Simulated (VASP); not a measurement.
# Nb (Fm-3m) in VASP: a series of runs

Nb is run at these levels: PBE; tasks: single point, relaxation of cell and atoms.

Program: VASP 6.6.1. These are calculated values, not measurements. Logs are shortened: lines on timing, memory, paths and dates and some standing lists are left out, and cuts for length are marked.

## 1. The cell of the first run

Symmetry: Fm-3m, No. 225, cubic system. The conventional cell has a = 4.225 Å, b = 4.225 Å, c = 4.225 Å, α = 90.00°, β = 90.00°, γ = 90.00°. Nb (site symmetry m-3m) has 12 Nb at 2.99 Å within 3.9 Å.

## 2. Single point, PBE

INCAR

```
SYSTEM = Nb
  ALGO = Normal
  EDIFF = 1E-6
  ENCUT = 520
  GGA = PE
  ISIF = 2
  ISMEAR = -1
  LASPH = .TRUE.
  LCHARG = .FALSE.
  LREAL = .FALSE.
  LWAVE = .FALSE.
  NBANDS = 12
  NELM = 80
  PREC = Accurate
  SIGMA = 0.05
```

KPOINTS

```
k-points
0
G
  17 17 17
  0 0 0
```

POSCAR

```
Nb
1.0
    0.0000000000      2.1123460625      2.1123460625
    2.1123460625      0.0000000000      2.1123460625
    2.1123460625      2.1123460625      0.0000000000
Nb
1
Direct
    0.0000000000      0.0000000000      0.0000000000
```

Potentials or basis: VASP PAW PBE potentials, release 64 (Nb_sv).

Started as:

```console
> cat potpaw_PBE.64/Nb_sv/POTCAR > POTCAR
> mpirun -np 1 vasp_std > vasp.out
```

OUTCAR:

```text
SYSTEM = Nb
   EDIFF = 1E-6
   ENCUT = 520
   GGA = PE
   ISIF = 2
   ISMEAR = -1
   LASPH = .TRUE.
   LREAL = .FALSE.
   NELM = 80
   PREC = Accurate

 ion  position               nearest neighbor table
   1  0.000  0.000  0.000-

  LATTYP: Found a face centered cubic cell.
 ALAT       =     4.2246921250

  Lattice vectors:

 A1 = (   0.0000000000,   2.1123460625,   2.1123460625)
 A2 = (   2.1123460625,   0.0000000000,   2.1123460625)
 A3 = (   2.1123460625,   2.1123460625,   0.0000000000)

Analysis of symmetry for initial positions (statically):
=====================================================================
 Subroutine PRICEL returns:
 Original cell was already a primitive cell.

 Routine SETGRP: Setting up the symmetry group for a
 face centered cubic supercell.

 Subroutine GETGRP returns: Found 48 space group operations
 (whereof 48 operations were pure point group operations)
 out of a pool of 48 trial point group operations.

The static configuration has the point symmetry O_h .

Analysis of symmetry for dynamics (positions and initial velocities):
=====================================================================
 Subroutine PRICEL returns:
 Original cell was already a primitive cell.

 Routine SETGRP: Setting up the symmetry group for a
 face centered cubic supercell.

 Subroutine GETGRP returns: Found 48 space group operations
 (whereof 48 operations were pure point group operations)
 out of a pool of 48 trial point group operations.

The dynamic configuration has the point symmetry O_h .

 Subroutine INISYM returns: Found 48 space group operations
 (whereof 48 operations are pure point group operations),
 and found     1 'primitive' translations

----------------------------------------------------------------------------------------

                                     Primitive cell

  volume of cell :      18.8506

  direct lattice vectors                    reciprocal lattice vectors
     0.000000000  2.112346062  2.112346062    -0.236703639  0.236703639  0.236703639
     2.112346062  0.000000000  2.112346062     0.236703639 -0.236703639  0.236703639
     2.112346062  2.112346062  0.000000000     0.236703639  0.236703639 -0.236703639

  length of vectors
     2.987308450  2.987308450  2.987308450     0.409982729  0.409982729  0.409982729

  position of ions in fractional coordinates (direct lattice)
     0.000000000  0.000000000  0.000000000

  ion indices of the primitive-cell ions
   primitive index   ion index
                 1           1

----------------------------------------------------------------------------------------

 KPOINTS: k-points

Automatic generation of k-mesh.
 Grid dimensions read from file:
 generate k-points for:   17   17   17

 Generating k-lattice:

  Cartesian coordinates                     Fractional coordinates (reciprocal lattice)
    -0.013923743  0.013923743  0.013923743     0.058823529  0.000000000  0.000000000
     0.013923743 -0.013923743  0.013923743     0.000000000  0.058823529  0.000000000
     0.013923743  0.013923743 -0.013923743     0.000000000  0.000000000  0.058823529

  Length of vectors
     0.024116631  0.024116631  0.024116631

  Shift w.r.t. Gamma in fractional coordinates (k-lattice)
     0.000000000  0.000000000  0.000000000

 Subroutine IBZKPT returns following result:
 ===========================================

 Found    165 irreducible k-points:

 Following reciprocal coordinates:
            Coordinates               Weight
  0.000000  0.000000  0.000000      1.000000
  0.058824  0.000000  0.000000      8.000000
  0.117647  0.000000  0.000000      8.000000
  0.176471  0.000000  0.000000      8.000000
  0.235294  0.000000  0.000000      8.000000
  0.294118  0.000000  0.000000      8.000000
[... 16 lines left out ...]
 -0.176471  0.058824  0.000000     24.000000
 -0.117647  0.058824  0.000000     24.000000
 [... further k-points ...]
   k-points           NKPTS =    165   k-points in BZ     NKDIM =    165   number of bands    NBANDS=     12
   number of dos      NEDOS =    301   number of ions     NIONS =      1
   total plane-waves  NPLWV =  13824
   dimension x,y,z NGX =    24 NGY =   24 NGZ =   24
   dimension x,y,z NGXF=    48 NGYF=   48 NGZF=   48
   ions per type =               1
   NGX,Y,Z   is equivalent  to a cutoff of  13.36, 13.36, 13.36 a.u.
   NGXF,Y,Z  is equivalent  to a cutoff of  26.71, 26.71, 26.71 a.u.
 SYSTEM =  Nb
   PREC   = accura    normal or accurate (medium, high low for compatibility)
   ISTART =      0    job   : 0-new  1-cont  2-samecut
   ICHARG =      2    charge: 1-file 2-atom 10-const
   ISPIN  =      1    spin polarized calculation?
   LNONCOLLINEAR =      F non collinear calculations
   LSORBIT =      F    spin-orbit coupling
   LASPH  =      T    aspherical Exc in radial PAW
   ENCUT  =  520.0 eV  38.22 Ry    6.18 a.u.   5.55  5.55  5.55*2*pi/ulx,y,z
   NELM   =     80;   NELMIN=  2; NELMDL= -5     # of ELM steps
   EDIFF  = 0.1E-05   stopping-criterion for ELM
   LREAL  =      F    real-space projection
   EDIFFG = 0.1E-04   stopping-criterion for IOM
   NSW    =      0    number of steps for IOM
   IBRION =     -1    ionic relax: 0-MD 1-quasi-New 2-CG
   NFREE  =      0    steps in history (QN), initial steepest desc. (CG)
   ISIF   =      2    stress and relaxation
   ISYM   =      2    0-nonsym 1-usesym 2-fastsym
   POTIM  = 0.5000    time-step for ionic-motion
   TEBEG  =    0.0;   TEEND  =   0.0 temperature during run
   PSTRESS=    0.0 pullay stress
   NELECT =      13.0000    total number of electrons
   NUPDOWN=      -1.0000    fix difference up-down
   EMIN   =  10.00;   EMAX   =-10.00  energy-range for DOS
   EFERMI =   0.00;   METHOD = LEGACY
   ISMEAR =    -1;   SIGMA  =   0.05  broadening in eV -4-tet -1-fermi 0-gaus
   EFERMI_NEDOS =   21; number of points for ismear=-14 and -15
   IALGO  =     38    algorithm
   IMIX   =      4    mixing-type and parameters
     AMIX     =   0.40;   BMIX     =  1.00
     AMIX_MAG =   1.60;   BMIX_MAG =  1.00
  volume/ion in A,a.u.               =      18.85       127.21
  Fermi-wavevector in a.u.,A,eV,Ry     =   1.446375  2.733252 28.463393  2.092000
  Thomas-Fermi vector in A             =   2.564451
   LORBIT       =      0    0 simple, 1 ext, 2 COOP (PROOUT), +10 PAW based schemes
   GGA     = PE    functional components
   LHFCALC =     F    Hartree Fock is set to
   AEXX    =    0.0000 exact exchange contribution
   IVDW    =     0    specifies the selected vdW correction
   LEPSILON=     F    determine dielectric tensor
   LRPA    =     F    only Hartree local field effects (RPA)
 non-spin polarized calculation
  energy-cutoff  :      520.00
  volume of cell :       18.85
 maximum number of plane-waves:       531
   NGX = 11   NGY = 11   NGZ = 11

 number of electron      13.0000001 magnetization

 Free energy of the ion-electron system (eV)
  ---------------------------------------------------
  ext. energy  EPLUGINS =         0.00000000
  ---------------------------------------------------
  free energy    TOTEN  =        -9.89859412 eV

  energy without entropy =       -9.88541682  energy(sigma->0) =       -9.89200547

 E-fermi :  10.9077     XC(G=0): -12.2697

 val. band max:       10.8766567899   @ k =  -0.3529   0.0588   0.0000
 cond. band min:      10.9105219847   @ k =   0.0588   0.0000   0.0000
 fundamental gap:      0.0338651949
 Fermi energy:        10.9076561663

 k-point     1 :       0.0000    0.0000    0.0000
  band No.  band energies     occupation
      1     -43.8948      2.00000
      2     -19.2902      2.00000
      3     -19.2902      2.00000
      4     -19.2902      2.00000
      5       4.6894      2.00000
      6      11.0114      0.22303
      7      11.0114      0.22303
      8      11.0114      0.22303
      9      13.5887      0.00000
     10      13.5887      0.00000
     11      22.7199      0.00000
     12      27.4773      0.00000

 k-point     2 :       0.0588    0.0000    0.0000
  band No.  band energies     occupation
      1     -43.8885      2.00000
      2     -19.3324      2.00000
      3     -19.2954      2.00000
      4     -19.2954      2.00000
      5       4.8182      2.00000
      6      10.9105      0.97135
      7      11.0709      0.07353
      8      11.0709      0.07353
      9      13.5353      0.00000
     10      13.5353      0.00000
     11      22.9797      0.00000
     12      26.9109      0.00000

 k-point     3 :       0.1176    0.0000    0.0000
  band No.  band energies     occupation
      1     -43.8704      2.00000
      2     -19.4521      2.00000
      3     -19.3103      2.00000
      4     -19.3103      2.00000
      5       5.1867      2.00000
      6      10.6560      1.98706
      7      11.2231      0.00363
      8      11.2231      0.00363
      9      13.4195      0.00000
     10      13.4195      0.00000
     11      23.6694      0.00000
     12      25.8329      0.00000

 k-point     4 :       0.1765    0.0000    0.0000
  band No.  band energies     occupation
      1     -43.8429      2.00000
      2     -19.6303      2.00000
      3     -19.3329      2.00000
      4     -19.3329      2.00000
      5       5.7356      2.00000
      6      10.3685      1.99996
      7      11.3768      0.00017
      8      11.3768      0.00017
      9      13.3725      0.00000
     10      13.3725      0.00000
     11      24.1513      0.00000
     12      25.2263      0.00000

 k-point     5 :       0.2353    0.0000    0.0000
  band No.  band energies     occupation
      1     -43.8096      2.00000
      2     -19.8405      2.00000
      3     -19.3599      2.00000
      4     -19.3599      2.00000
      5       6.3454      2.00000
      6      10.2122      2.00000
      7      11.3994      0.00011
      8      11.3994      0.00011
      9      13.5616      0.00000
     10      13.5616      0.00000
     11      23.3921      0.00000
     12      25.8744      0.00000

 k-point     6 :       0.2941    0.0000    0.0000
  band No.  band energies     occupation
      1     -43.7748      2.00000
      2     -20.0529      2.00000
      3     -19.3876      2.00000
      4     -19.3876      2.00000
      5       6.8295      2.00000
      6      10.3738      1.99995
      7      11.2695      0.00144
      8      11.2695      0.00144
      9      14.0159      0.00000
     10      14.0159      0.00000
     11      22.5817      0.00000
     12      25.8250      0.00000

 k-point     7 :       0.3529    0.0000    0.0000
  band No.  band energies     occupation
      1     -43.7433      2.00000
      2     -20.2399      2.00000
      3     -19.4124      2.00000
      4     -19.4124      2.00000
      5       7.0580      2.00000
      6      10.9250      0.82830
      7      11.0848      0.05623
      8      11.0848      0.05623
      9      14.6023      0.00000
     10      14.6023      0.00000
     11      21.9485      0.00000
     12      24.7166      0.00000

 k-point     8 :       0.4118    0.0000    0.0000
  band No.  band energies     occupation
      1     -43.7195      2.00000
      2     -20.3782      2.00000
      3     -19.4310      2.00000
      4     -19.4310      2.00000
      5       7.1019      2.00000
      6      10.9279      0.79999
      7      10.9279      0.79999
      8      11.6530      0.00000
      9      15.1509      0.00000
     10      15.1509      0.00000
     11      21.5238      0.00000
     12      23.4146      0.00000
[... 166 lines left out ...]
 k-point    20 :      -0.3529    0.0588    0.0000
  band No.  band energies     occupation
      1     -43.7312      2.00000
      2     -20.2836      2.00000
      3     -19.4610      2.00000
      4     -19.4124      2.00000
      5       7.1997      2.00000
      6      10.8767      1.30043
      7      11.0527      0.10428
      8      11.0971      0.04422
      9      14.4620      0.00000
     10      15.3217      0.00000
     11      21.9416      0.00000
     12      24.3127      0.00000

 k-point    21 :      -0.2941    0.0588    0.0000
  band No.  band energies     occupation
      1     -43.7601      2.00000
      2     -20.1154      2.00000
      3     -19.4404      2.00000
      4     -19.3852      2.00000
      5       7.0473      2.00000
      6      10.3918      1.99993
      7      11.1231      0.02653
      8      11.2841      0.00108
      9      13.8051      0.00000
     10      14.7388      0.00000
     11      22.5560      0.00000
     12      25.5793      0.00000

 k-point    22 :      -0.2353    0.0588    0.0000
  band No.  band energies     occupation
      1     -43.7938      2.00000
      2     -19.9148      2.00000
      3     -19.4126      2.00000
      4     -19.3563      2.00000
      5       6.6377      2.00000
      6      10.1161      2.00000
      7      11.3177      0.00055
      8      11.4613      0.00003
      9      13.2618      0.00000
     10      14.1767      0.00000
     11      23.3199      0.00000
     12      26.0944      0.00000

 k-point    23 :      -0.1765    0.0588    0.0000
  band No.  band energies     occupation
      1     -43.8276      2.00000
      2     -19.7079      2.00000
      3     -19.3811      2.00000
      4     -19.3297      2.00000
      5       6.0439      2.00000
      6      10.1958      2.00000
      7      11.4103      0.00009
      8      11.4926      0.00002
      9      13.0115      0.00000
     10      13.7841      0.00000
     11      24.1724      0.00000
     12      25.4854      0.00000

 k-point    24 :      -0.1176    0.0588    0.0000
  band No.  band energies     occupation
      1     -43.8571      2.00000
      2     -19.5238      2.00000
      3     -19.3494      2.00000
      4     -19.3089      2.00000
      5       5.4602      2.00000
      6      10.4582      1.99975
      7      11.3348      0.00039
      8      11.3457      0.00031
      9      13.0995      0.00000
     10      13.6208      0.00000
     11      24.1572      0.00000
     12      25.4953      0.00000

 [... further k-points ...]
[... 5 lines left out ...]
  --------------------------------------------------------------------------------------
  -------------------------------------------------------------------------------------
  Total       -0.1210187     -0.1210187     -0.1210187     -0.0000000     -0.0000000      0.0000000
  in kB      -10.2857917    -10.2857917    -10.2857917     -0.0000000     -0.0000000      0.0000000
  external PRESSURE =     -10.2857917 kB  Pullay stress =       0.0000000 kB

 VOLUME and BASIS-vectors are now :
 -----------------------------------------------------------------------------
  energy-cutoff  :      520.00
  volume of cell :       18.85
      direct lattice vectors                 reciprocal lattice vectors
     0.000000000  2.112346062  2.112346062    -0.236703639  0.236703639  0.236703639
     2.112346062  0.000000000  2.112346062     0.236703639 -0.236703639  0.236703639
     2.112346062  2.112346062  0.000000000     0.236703639  0.236703639 -0.236703639

 POSITION                                       TOTAL-FORCE (eV/Angst)
 -----------------------------------------------------------------------------------
      0.00000      0.00000      0.00000         0.000000      0.000000      0.000000
 -----------------------------------------------------------------------------------
    total drift:                                0.000000     -0.000000     -0.000000

  FREE ENERGIE OF THE ION-ELECTRON SYSTEM (eV)
  ---------------------------------------------------
  free  energy   TOTEN  =        -9.8985941166 eV

  energy  without entropy=       -9.8854168234  energy(sigma->0) =       -9.89200547
```

It took 13 s on 1 thread of Intel Xeon 6975P-C (Granite Rapids), shared host; peak memory 0.16 GiB.

Results:

| Item | Value |
| --- | --- |
| Free energy | -9.8986 eV |
| Pressure | -1.0 GPa |

## 3. Relaxation of cell and atoms, PBE

This run uses another cell than the first one, of 18.77 Å³/atom, 0.996 times its volume.

INCAR

```
SYSTEM = Nb
  ALGO = Normal
  EDIFF = 1E-6
  EDIFFG = -0.005
  ENCUT = 600
  GGA = PE
  IBRION = 2
  ISIF = 3
  ISMEAR = -1
  LASPH = .True.
  LCHARG = .False.
  LREAL = .False.
  LWAVE = .False.
  NELM = 80
  NSW = 45
  PREC = Accurate
  SIGMA = 0.05
```

KPOINTS

```
k-points
0
Gamma
  17 17 17
  0 0 0
```

POSCAR

```
Nb
1.0
    0.0000000000      2.1093293370      2.1093293370
    2.1093293370      0.0000000000      2.1093293370
    2.1093293370      2.1093293370      0.0000000000
Nb
1
Direct
    0.0000000000      0.0000000000      0.0000000000
```

Potentials or basis: VASP PAW PBE potentials, release 64 (Nb_sv).

Started as:

```console
> cat potpaw_PBE.64/Nb_sv/POTCAR > POTCAR
> mpirun -np 1 vasp_std > vasp.out
```

OUTCAR:

```text
SYSTEM = Nb
   EDIFF = 1E-6
   EDIFFG = -0.005
   ENCUT = 600
   GGA = PE
   IBRION = 2
   ISIF = 3
   ISMEAR = -1
   LASPH = .True.
   LREAL = .False.
   NELM = 80
   NSW = 45
   PREC = Accurate

 ion  position               nearest neighbor table
   1  0.000  0.000  0.000-

  LATTYP: Found a face centered cubic cell.
 ALAT       =     4.2186586740

  Lattice vectors:

 A1 = (   0.0000000000,   2.1093293370,   2.1093293370)
 A2 = (   2.1093293370,   0.0000000000,   2.1093293370)
 A3 = (   2.1093293370,   2.1093293370,   0.0000000000)

Analysis of symmetry for initial positions (statically):
=====================================================================
 Subroutine PRICEL returns:
 Original cell was already a primitive cell.

 Routine SETGRP: Setting up the symmetry group for a
[... 247 lines left out ...]

 val. band max:       10.9934293624   @ k =   0.0588   0.0000   0.0000
 cond. band min:      11.0076346145   @ k =   0.3529   0.2353   0.0588
 fundamental gap:      0.0142052521
 Fermi energy:        10.9953237463

 k-point     1 :       0.0000    0.0000    0.0000
  band No.  band energies     occupation
      1     -43.7998      2.00000
      2     -19.1838      2.00000
      3     -19.1838      2.00000
      4     -19.1838      2.00000
      5       4.7612      2.00000
      6      11.0953      0.23854
      7      11.0953      0.23854
      8      11.0953      0.23854
      9      13.6954      0.00000
     10      13.6954      0.00000
[... 287 lines left out ...]
 k-point    24 :      -0.1176    0.0588    0.0000
  band No.  band energies     occupation
      1     -43.7611      2.00000
      2     -19.4224      2.00000
      3     -19.2442      2.00000
      4     -19.2028      2.00000
      5       5.5371      2.00000
      6      10.5372      1.99979
      7      11.4211      0.00040
      8      11.4325      0.00032
      9      13.2005      0.00000
     10      13.7271      0.00000

 [... further k-points ...]
[... 5 lines left out ...]
  --------------------------------------------------------------------------------------
  -------------------------------------------------------------------------------------
  Total       -0.0008542     -0.0008542     -0.0008542      0.0000000      0.0000000      0.0000000
  in kB       -0.0730587     -0.0730587     -0.0730587      0.0000000      0.0000000      0.0000000
  external PRESSURE =      -0.0730587 kB  Pullay stress =       0.0000000 kB
[... 16 lines left out ...]
  FREE ENERGIE OF THE ION-ELECTRON SYSTEM (eV)
  ---------------------------------------------------
  free  energy   TOTEN  =        -9.8988259698 eV

  energy  without entropy=       -9.8856754679  energy(sigma->0) =       -9.89225072

 reached required accuracy - stopping structural energy minimisation
```

CONTCAR:

```text
Nb
   1.00000000000000
     0.0000000000000000    2.1078957311630528    2.1078957311630528
     2.1078957311630528   -0.0000000000000000    2.1078957311630528
     2.1078957311630528    2.1078957311630528    0.0000000000000000
  Nb
     1
Direct
     0.0000000000000000    0.0000000000000000    0.0000000000000000

  0.00000000E+00  0.00000000E+00  0.00000000E+00
```

It took 22 s on 1 thread of Intel Xeon 6975P-C (Granite Rapids), shared host; peak memory 0.17 GiB.

What came out:

```yaml
Free_energy: -9.8988 eV
Relaxed_volume: 18.73 Å³/atom
Relaxed_cell: a = 2.981 Å, b = 2.981 Å, c = 2.981 Å, α = 60.00°, β = 60.00°, γ = 60.00°
Space_group_after_relaxing_to_0.05_Å: Fm-3m (No. 225)
Energy_gained_by_relaxing: 0.0 meV/atom
Ionic_steps: 3
Pressure_after_relaxing: 0.0 GPa
```

Final structure:
```cif
data_structure
_symmetry_space_group_name_H-M 'P 1'
_symmetry_Int_Tables_number 1
_cell_length_a 2.9810
_cell_length_b 2.9810
_cell_length_c 2.9810
_cell_angle_alpha 60.000
_cell_angle_beta 60.000
_cell_angle_gamma 60.000
_cell_volume 18.73
loop_
_atom_site_label
_atom_site_type_symbol
_atom_site_fract_x
_atom_site_fract_y
_atom_site_fract_z
_atom_site_occupancy
Nb1 Nb 0.00000 0.00000 0.00000 1
```

Levels at points of the mesh, in eV from the Fermi level:
| k point | band 4 | band 5 | band 6 | band 7 | band 8 | band 9 |
| --- | --- | --- | --- | --- | --- | --- |
| (0.00, 0.00, 0.00) | -30.18 | -6.23 | 0.10 | 0.10 | 0.10 | 2.70 |
